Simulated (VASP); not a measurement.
# Gd (Fm-3m) in VASP: further runs

The runs below take Gd through single point, with PBE+U.

Everything below comes from runs of VASP 6.6.1. Logs are shortened: lines on timing, memory, paths and dates and some standing lists are left out, and cuts for length are marked.

### 1 The cell of the first run

It takes space group Fm-3m (No. 225, cubic). The conventional cell has a = 5.172 Å, b = 5.172 Å, c = 5.172 Å, α = 90.00°, β = 90.00°, γ = 90.00°. Within 4.8 Å of Gd (site symmetry m-3m) lie 12 Gd at 3.66 Å.

This isn't the form of Gd at room conditions, which is hcp.

### 2 Single point, PBE+U, collinear spin, ferromagnetic start

INCAR

```
SYSTEM = Gd
  PREC = Accurate
  ENCUT = 520
  EDIFF = 1E-7
  ISMEAR = -1
  SIGMA = 0.05
  LREAL = .FALSE.
  LASPH = .TRUE.
  NELM = 150
  ALGO = Normal
  ISIF = 2
  LWAVE = .FALSE.
  LCHARG = .FALSE.
  ISPIN = 2
  MAGMOM = 7
  LORBIT = 11
  LMAXMIX = 6
  LDAU = .TRUE.
  LDAUTYPE = 2
  LDAUL = 3
  LDAUU = 3
  LDAUJ = 0
  LDAUPRINT = 1
  GGA = PE
  NBANDS = 19
```

KPOINTS

```
Automatic mesh
0
G
  11 11 11
  0 0 0
```

POSCAR

```
Gd
1.0
    0.0000000000      2.5858190855      2.5858190855
    2.5858190855      0.0000000000      2.5858190855
    2.5858190855      2.5858190855      0.0000000000
Gd
1
Direct
    0.0000000000      0.0000000000      0.0000000000
```

Potentials or basis: VASP PAW PBE potentials, release 64 (Gd).

Run with:

```console
$ cat potpaw_PBE.64/Gd/POTCAR > POTCAR
$ mpirun -np 1 vasp_std > vasp.out
```

OUTCAR:

```text
SYSTEM = Gd
   PREC = Accurate
   ENCUT = 520
   EDIFF = 1E-7
   ISMEAR = -1
   LREAL = .FALSE.
   LASPH = .TRUE.
   NELM = 150
   ISIF = 2
   ISPIN = 2
   LORBIT = 11
   GGA = PE

 ion  position               nearest neighbor table
   1  0.000  0.000  0.000-

  LATTYP: Found a face centered cubic cell.
 ALAT       =     5.1716381710

  Lattice vectors:

 A1 = (   0.0000000000,   2.5858190855,   2.5858190855)
 A2 = (   2.5858190855,   0.0000000000,   2.5858190855)
 A3 = (   2.5858190855,   2.5858190855,   0.0000000000)

Analysis of symmetry for initial positions (statically):
=====================================================================
 Subroutine PRICEL returns:
 Original cell was already a primitive cell.

 Routine SETGRP: Setting up the symmetry group for a
 face centered cubic supercell.

 Subroutine GETGRP returns: Found 48 space group operations
 (whereof 48 operations were pure point group operations)
 out of a pool of 48 trial point group operations.

The static configuration has the point symmetry O_h .

Analysis of symmetry for dynamics (positions and initial velocities):
=====================================================================
 Subroutine PRICEL returns:
 Original cell was already a primitive cell.

 Routine SETGRP: Setting up the symmetry group for a
 face centered cubic supercell.

 Subroutine GETGRP returns: Found 48 space group operations
 (whereof 48 operations were pure point group operations)
 out of a pool of 48 trial point group operations.

The dynamic configuration has the point symmetry O_h .

Analysis of structural, dynamic, and magnetic symmetry:
=====================================================================
 Subroutine PRICEL returns:
 Original cell was already a primitive cell.

 Routine SETGRP: Setting up the symmetry group for a
 face centered cubic supercell.

 Subroutine GETGRP returns: Found 48 space group operations
 (whereof 48 operations were pure point group operations)
 out of a pool of 48 trial point group operations.

The overall configuration has the point symmetry O_h .

 Subroutine INISYM returns: Found 48 space group operations
 (whereof 48 operations are pure point group operations),
 and found     1 'primitive' translations

----------------------------------------------------------------------------------------

                                     Primitive cell

  volume of cell :      34.5800

  direct lattice vectors                    reciprocal lattice vectors
     0.000000000  2.585819085  2.585819085    -0.193362329  0.193362329  0.193362329
     2.585819085  0.000000000  2.585819085     0.193362329 -0.193362329  0.193362329
     2.585819085  2.585819085  0.000000000     0.193362329  0.193362329 -0.193362329

  length of vectors
     3.656900421  3.656900421  3.656900421     0.334913378  0.334913378  0.334913378

  position of ions in fractional coordinates (direct lattice)
     0.000000000  0.000000000  0.000000000

  ion indices of the primitive-cell ions
   primitive index   ion index
                 1           1

----------------------------------------------------------------------------------------

 KPOINTS: Automatic mesh

[... 95 lines left out ...]
   J (eV)           for each species LDAUJ =   0.0
   GGA     = PE    functional components
   LHFCALC =     F    Hartree Fock is set to
   AEXX    =    0.0000 exact exchange contribution
   IVDW    =     0    specifies the selected vdW correction
   LEPSILON=     F    determine dielectric tensor
   LRPA    =     F    only Hartree local field effects (RPA)
 spin polarized calculation
  energy-cutoff  :      520.00
  volume of cell :       34.58
 maximum number of plane-waves:       950
   NGX = 13   NGY = 13   NGZ = 13

atom =   1  type =  1  l = 3

 onsite density matrix

spin component  1

  0.9891  0.0000  0.0003  0.0000  0.0000  0.0000  0.0000
  0.0000  0.9898 -0.0000  0.0000 -0.0000  0.0000  0.0000
  0.0003 -0.0000  0.9889 -0.0000  0.0000 -0.0000 -0.0000
  0.0000  0.0000 -0.0000  0.9894  0.0000  0.0000 -0.0000
  0.0000 -0.0000  0.0000  0.0000  0.9889  0.0000 -0.0003
  0.0000  0.0000 -0.0000  0.0000  0.0000  0.9886 -0.0000
  0.0000  0.0000 -0.0000 -0.0000 -0.0003 -0.0000  0.9891

spin component  2

  0.0017  0.0000  0.0005 -0.0000 -0.0000 -0.0000 -0.0000
  0.0000  0.0009  0.0000 -0.0000  0.0000  0.0000 -0.0000
  0.0005  0.0000  0.0014  0.0000 -0.0000  0.0000  0.0000
 -0.0000 -0.0000  0.0000  0.0021 -0.0000 -0.0000 -0.0000
 -0.0000  0.0000 -0.0000 -0.0000  0.0014 -0.0000 -0.0005
 -0.0000  0.0000  0.0000 -0.0000 -0.0000  0.0011  0.0000
 -0.0000 -0.0000  0.0000 -0.0000 -0.0005  0.0000  0.0017

 occupancies and eigenvectors

  o =  0.0009  v =  0.0000  0.0000  0.0000  0.0000  0.0000  0.0000  0.0000 -0.0000 -1.0000  0.0000 -0.0000 -0.0000 -0.0000 -0.0000      0.0000  0.0000  0.0000  0.0000  0.0000  0.0000  0.0000  0.0000  0.0000  0.0000  0.0000  0.0000  0.0000  0.0000
  o =  0.0011  v =  0.0000  0.0000  0.0000  0.0000  0.0000  0.0000  0.0000  0.6124 -0.0000 -0.7906  0.0000  0.0001  0.0001  0.0000      0.0000  0.0000  0.0000  0.0000  0.0000  0.0000  0.0000  0.0000  0.0000  0.0000  0.0000  0.0000  0.0000  0.0000
  o =  0.0011  v =  0.0000  0.0000  0.0000  0.0000  0.0000  0.0000  0.0000 -0.0000 -0.0000  0.0001  0.0000  0.7906  0.0001  0.6124      0.0000  0.0000  0.0000  0.0000  0.0000  0.0000  0.0000  0.0000  0.0000  0.0000  0.0000  0.0000  0.0000  0.0000
  o =  0.0011  v =  0.0000  0.0000  0.0000  0.0000  0.0000  0.0000  0.0000 -0.0001 -0.0000  0.0001  0.0000 -0.0001  1.0000 -0.0000      0.0000  0.0000  0.0000  0.0000  0.0000  0.0000  0.0000  0.0000  0.0000  0.0000  0.0000  0.0000  0.0000  0.0000
  o =  0.0021  v =  0.0000  0.0000  0.0000  0.0000  0.0000  0.0000  0.0000 -0.7906 -0.0000 -0.6124  0.0002 -0.0001 -0.0000  0.0001      0.0000  0.0000  0.0000  0.0000  0.0000  0.0000  0.0000  0.0000  0.0000  0.0000  0.0000  0.0000  0.0000  0.0000
  o =  0.0021  v =  0.0000  0.0000  0.0000  0.0000  0.0000  0.0000  0.0000  0.0001 -0.0000  0.0001  0.0000 -0.6124  0.0000  0.7906      0.0000  0.0000  0.0000  0.0000  0.0000  0.0000  0.0000  0.0000  0.0000  0.0000  0.0000  0.0000  0.0000  0.0000
  o =  0.0021  v =  0.0000  0.0000  0.0000  0.0000  0.0000  0.0000  0.0000  0.0001 -0.0000  0.0001  1.0000  0.0000 -0.0000 -0.0000      0.0000  0.0000  0.0000  0.0000  0.0000  0.0000  0.0000  0.0000  0.0000  0.0000  0.0000  0.0000  0.0000  0.0000
  o =  0.9886  v = -0.0002 -0.0000  0.0002  0.0000 -0.0099  0.9999 -0.0076  0.0000  0.0000  0.0000  0.0000  0.0000  0.0000  0.0000      0.0000  0.0000  0.0000  0.0000  0.0000  0.0000  0.0000  0.0000  0.0000  0.0000  0.0000  0.0000  0.0000  0.0000
  o =  0.9886  v =  0.0001  0.0000 -0.0001  0.0000 -0.7905 -0.0125 -0.6123  0.0000  0.0000  0.0000  0.0000  0.0000  0.0000  0.0000      0.0000  0.0000  0.0000  0.0000  0.0000  0.0000  0.0000  0.0000  0.0000  0.0000  0.0000  0.0000  0.0000  0.0000
  o =  0.9886  v =  0.6124 -0.0000 -0.7906 -0.0000  0.0001  0.0003  0.0001  0.0000  0.0000  0.0000  0.0000  0.0000  0.0000  0.0000      0.0000  0.0000  0.0000  0.0000  0.0000  0.0000  0.0000  0.0000  0.0000  0.0000  0.0000  0.0000  0.0000  0.0000
  o =  0.9894  v = -0.0001  0.0000 -0.0001 -0.9942  0.0657  0.0000 -0.0848  0.0000  0.0000  0.0000  0.0000  0.0000  0.0000  0.0000      0.0000  0.0000  0.0000  0.0000  0.0000  0.0000  0.0000  0.0000  0.0000  0.0000  0.0000  0.0000  0.0000  0.0000
  o =  0.9894  v =  0.0000  0.0000  0.0000  0.1073  0.6088 -0.0000 -0.7860  0.0000  0.0000  0.0000  0.0000  0.0000  0.0000  0.0000      0.0000  0.0000  0.0000  0.0000  0.0000  0.0000  0.0000  0.0000  0.0000  0.0000  0.0000  0.0000  0.0000  0.0000
  o =  0.9894  v =  0.7906  0.0000  0.6124 -0.0002 -0.0000 -0.0000  0.0000  0.0000  0.0000  0.0000  0.0000  0.0000  0.0000  0.0000      0.0000  0.0000  0.0000  0.0000  0.0000  0.0000  0.0000  0.0000  0.0000  0.0000  0.0000  0.0000  0.0000  0.0000
  o =  0.9898  v = -0.0000  1.0000 -0.0000  0.0000 -0.0000  0.0000  0.0000  0.0000  0.0000  0.0000  0.0000  0.0000  0.0000  0.0000      0.0000  0.0000  0.0000  0.0000  0.0000  0.0000  0.0000  0.0000  0.0000  0.0000  0.0000  0.0000  0.0000  0.0000

 number of electron      18.0000002 magnetization       7.8379255

 Free energy of the ion-electron system (eV)
  ---------------------------------------------------
  ext. energy  EPLUGINS =         0.00000000
  ---------------------------------------------------
  free energy    TOTEN  =       -11.48737915 eV

  energy without entropy =      -11.47472441  energy(sigma->0) =      -11.48105178

 E-fermi :   2.8562     XC(G=0):  -9.7880

 val. band max:        2.8518560297   @ k =  -0.2727   0.2727   0.0909
 cond. band min:       2.8843744063   @ k =  -0.3636   0.4545   0.0909
 fundamental gap:      0.0325183765
 Fermi energy:         2.8561561221

 spin component 1

 k-point     1 :       0.0000    0.0000    0.0000
  band No.  band energies     occupation
      1     -42.7974      1.00000
      2     -19.8198      1.00000
      3     -19.8198      1.00000
      4     -19.8198      1.00000
      5      -4.0225      1.00000
      6      -3.9618      1.00000
[... 1049 lines left out ...]
     18      13.5483      0.00000
     19      16.1292      0.00000

 [... further k-points ...]

------------------------ aborting loop because EDIFF is reached ----------------------------------------

  FORCE on cell =-STRESS in cart. coord.  units (eV):
  Direction    XX          YY          ZZ          XY          YZ          ZX
  --------------------------------------------------------------------------------------
  -------------------------------------------------------------------------------------
  Total       -0.1933828     -0.1933828     -0.1933828     -0.0000000      0.0000000     -0.0000000
  in kB       -8.9599199     -8.9599199     -8.9599199     -0.0000000      0.0000000     -0.0000000
  external PRESSURE =      -8.9599199 kB  Pullay stress =       0.0000000 kB

 VOLUME and BASIS-vectors are now :
 -----------------------------------------------------------------------------
  energy-cutoff  :      520.00
  volume of cell :       34.58
      direct lattice vectors                 reciprocal lattice vectors
     0.000000000  2.585819085  2.585819085    -0.193362329  0.193362329  0.193362329
     2.585819085  0.000000000  2.585819085     0.193362329 -0.193362329  0.193362329
     2.585819085  2.585819085  0.000000000     0.193362329  0.193362329 -0.193362329

 POSITION                                       TOTAL-FORCE (eV/Angst)
 -----------------------------------------------------------------------------------
      0.00000      0.00000      0.00000        -0.000000      0.000000      0.000000
 -----------------------------------------------------------------------------------
    total drift:                               -0.000000     -0.000000     -0.000000

  FREE ENERGIE OF THE ION-ELECTRON SYSTEM (eV)
  ---------------------------------------------------
  free  energy   TOTEN  =       -11.4873791480 eV

  energy  without entropy=      -11.4747244119  energy(sigma->0) =      -11.48105178

 total charge

# of ion       s       p       d       f       tot
--------------------------------------------------
    1        2.072   5.569   0.586   6.929  15.156

 magnetization (x)

# of ion       s       p       d       f       tot
--------------------------------------------------
    1        0.002  -0.054   0.256   6.908   7.112
```

Wall time 2.7 min (1 thread of Oxide Virtual Turin-like, shared host); peak memory 0.18 GiB.

Results:

| Quantity | Value |
| --- | --- |
| Free energy | -11.4874 eV |
| Pressure | -0.9 GPa |
| Net moment | 7.84 μB per cell |
| Site moments | Gd +7.11 μB |
| Valence electrons inside the program's atomic spheres | Gd 15.16 |

Levels at points of the mesh, in eV from the Fermi level:
Spin up:
```csv
k point,band 9,band 10,band 11,band 12,band 13,band 14,band 15,band 16,band 17,band 18
"(0.00, 0.00, 0.00)",-6.74,-6.74,-6.74,-5.16,1.14,1.14,1.14,3.30,3.30,8.46
```
Spin down:
| k point | band 3 | band 4 | band 5 | band 6 | band 7 | band 8 |
| --- | --- | --- | --- | --- | --- | --- |
| (0.00, 0.00, 0.00) | -20.23 | -20.23 | -4.18 | 1.36 | 1.53 | 1.53 |

Eigenvalues of the final occupation matrices:
```tsv
site	spin	trace	eigenvalues
site 1 f	1	6.92	0.99 0.99 0.99 0.99 0.99 0.99 0.99
site 1 f	2	0.01	0.00 0.00 0.00 0.00 0.00 0.00 0.00
```

Caveat: spin-orbit coupling is left out, which moves the levels of the heavy elements. The state reached can hang on the start; a lower one may exist.

### 3 Single point, PBE+U, collinear spin, ferromagnetic start

POSCAR is that of step 2.

INCAR.step1

```
ALGO     = Normal         # electronic algorithm
EDIFF    = 1E-7           # SCF threshold, eV
ENCUT    = 520            # plane-wave cutoff, eV
GGA      = PE             # functional
ISIF     = 2              # what is computed and relaxed
ISMEAR   = -1             # smearing method
ISPIN    = 2              # spin polarisation
LASPH    = T              # aspherical terms in the spheres
LCHARG   = T              # write CHGCAR
LDAU     = T              # DFT+U
LDAUJ    = 0            
LDAUL    = 3              # shell
LDAUPRINT= 1            
LDAUTYPE = 2            
LDAUU    = 3              # U, eV
LMAXMIX  = 6              # l up to which the mixer works
LREAL    = F              # projectors in reciprocal space
LWAVE    = F              # write WAVECAR
MAGMOM   = 7              # initial moments
NBANDS   = 19             # bands
NELM     = 150            # most SCF steps
PREC     = Accurate       # precision mode
SIGMA    = 0.05           # smearing width, eV
```

KPOINTS.step1

```
k-points
0
Gamma
  11 11 11
```

INCAR.step2

```
ALGO     = Normal         # electronic algorithm
EDIFF    = 1E-7           # SCF threshold, eV
ENCUT    = 520            # plane-wave cutoff, eV
GGA      = PE             # functional
ICHARG   = 11             # starting density
ISIF     = 2              # what is computed and relaxed
ISMEAR   = -5             # smearing method
ISPIN    = 2              # spin polarisation
LASPH    = T              # aspherical terms in the spheres
LCHARG   = F              # write CHGCAR
LDAU     = T              # DFT+U
LDAUJ    = 0            
LDAUL    = 3              # shell
LDAUPRINT= 1            
LDAUTYPE = 2            
LDAUU    = 3              # U, eV
LMAXMIX  = 6              # l up to which the mixer works
LORBIT   = 11             # projections on sites
LREAL    = F              # projectors in reciprocal space
LWAVE    = F              # write WAVECAR
MAGMOM   = 7              # initial moments
NEDOS    = 2001           # points of the DOS
NELM     = 150            # most SCF steps
PREC     = Accurate       # precision mode
SIGMA    = 0.05           # smearing width, eV
```

KPOINTS.step2

```
k-points
0
Gamma
  17 17 17
```

Potentials or basis: VASP PAW PBE potentials, release 64 (Gd).

Run with:

```console
$ cat potpaw_PBE.64/Gd/POTCAR > POTCAR
$ cp INCAR.step1 INCAR
$ cp KPOINTS.step1 KPOINTS
$ mpirun -np 1 vasp_std > vasp.out
$ cp INCAR.step2 INCAR
$ cp KPOINTS.step2 KPOINTS
$ mpirun -np 1 vasp_std > vasp.out
```

Wall time 5.3 min (1 thread of Oxide Virtual Turin-like, shared host); peak memory 0.26 GiB.

The run converged. Its results:

```yaml
Net_moment: 7.84 μB per cell
Site_moments: Gd +7.11 μB
Valence_electrons_inside_the_program's_atomic_spheres: Gd 15.16
```

Levels at points of the mesh, in eV from the Fermi level:
Spin up:
```
           k point  band 11  band 12  band 13  band 14  band 15  band 16
(0.00, 0.00, 0.00)    -6.76    -5.18     1.12     1.12     1.12     3.28
```
Spin down:
```
           k point  band 1  band 2  band 3  band 4  band 5  band 6  band 7  band 8  band 9  band 10
(0.00, 0.00, 0.00)  -42.37  -20.25  -20.25  -20.25   -4.20    1.35    1.52    1.52    1.52     1.77
```

Eigenvalues of the final occupation matrices:
```tsv
site	spin	trace	eigenvalues
site 1 f	1	6.92	0.99 0.99 0.99 0.99 0.99 0.99 0.99
site 1 f	2	0.01	0.00 0.00 0.00 0.00 0.00 0.00 0.00
```

Caveat: spin-orbit coupling is left out, which moves the levels of the heavy elements. The state reached can hang on the start; a lower one may exist.
